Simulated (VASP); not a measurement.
## Cu: single point with PBE

The system is Cu.

```
CELL_PARAMETERS angstrom
0.00000 1.81351 1.81351
1.81351 0.00000 1.81351
1.81351 1.81351 0.00000
ATOMIC_POSITIONS crystal
Cu 0.00000 0.00000 0.00000
```

This cell differs from its parent crystal: volume scaled by 1.01.

```json
{
 "Program": "VASP 6.6.1",
 "Task": "single point",
 "Functional": "PBE",
 "Potentials or basis": "VASP PAW PBE potentials, release 64 (Cu)",
 "Cutoff": "520 eV",
 "k mesh": "19 × 19 × 19",
 "Occupations": "fermi-dirac, width 0.08 eV",
 "Spin": "no spin polarisation",
 "Dipole correction": "no",
 "Further INCAR settings": "ALGO = Normal; EDIFF = 1e-07; NBANDS = 12"
}
```

- Pressure: 0.8 GPa

Levels at points of the mesh, in eV from the Fermi level:
| k point | band 3 | band 4 | band 5 | band 6 | band 7 | band 8 | band 9 | band 10 |
| --- | --- | --- | --- | --- | --- | --- | --- | --- |
| (0.00, 0.00, 0.00) | -3.04 | -3.04 | -2.23 | -2.23 | 22.47 | 25.04 | 25.04 | 25.04 |

Wall time 22 s on 1 thread of Intel(R) Xeon(R) Platinum 8375C CPU @ 2.90GHz (Ice Lake), with other jobs on the host, peak memory 0.14 GiB.
